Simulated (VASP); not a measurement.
Input of a VASP 6.6.1 run:

Contents of POSCAR:

```
NaI
1.0
    3.2495191685      3.2495191685      0.0000000000
   -3.2495191685      3.2495191685      0.0000000000
    0.0000000000      3.2495191685      3.2236523492
Na I
1 1
Direct
    0.0000000000      0.0000000000      0.0000000000
    0.5000000000      0.5000000000      0.0000000000
```

File INCAR.step1:

```
PREC = Accurate
ENCUT = 520
ISMEAR = 0
SIGMA = 0.01
LREAL = False
LASPH = True
NELM = 100
NBANDS = 14
GGA = PE
ALGO = Normal
EDIFF = 1E-4
LWAVE = True
LCHARG = False
```

INCAR.step2

```
PREC = Accurate
ENCUT = 520
EDIFF = 1E-7
ISMEAR = 0
SIGMA = 0.01
LREAL = False
LASPH = True
NELM = 100
ALGO = Normal
ISIF = 2
LWAVE = False
LCHARG = False
METAGGA = R2SCAN
LMIXTAU = True
NBANDS = 14
ISTART = 1
```

The input KPOINTS:

```
Automatic mesh
0
Gamma
  6 6 6
```

Potentials or basis: VASP PAW PBE potentials, release 64 (Na_pv, I).

Command:

```console
$ cat potpaw_PBE.64/Na_pv/POTCAR potpaw_PBE.64/I/POTCAR > POTCAR
$ cp INCAR.step1 INCAR
$ mpirun -np 1 vasp_std > vasp.out
$ cp INCAR.step2 INCAR
$ mpirun -np 1 vasp_std > vasp.out
```

(1) Predict the pressure.

(2) What does it give for the band gap on the k mesh?

## Answers

(1) -0.2 GPa.

(2) 4.42 eV, direct.

Caveat: the cell differs from its parent crystal (in-plane strain +0.005); the PAW data sets were made with another functional, which shifts forces and pressure a little; spin-orbit coupling is left out, which moves the levels of the heavy elements.
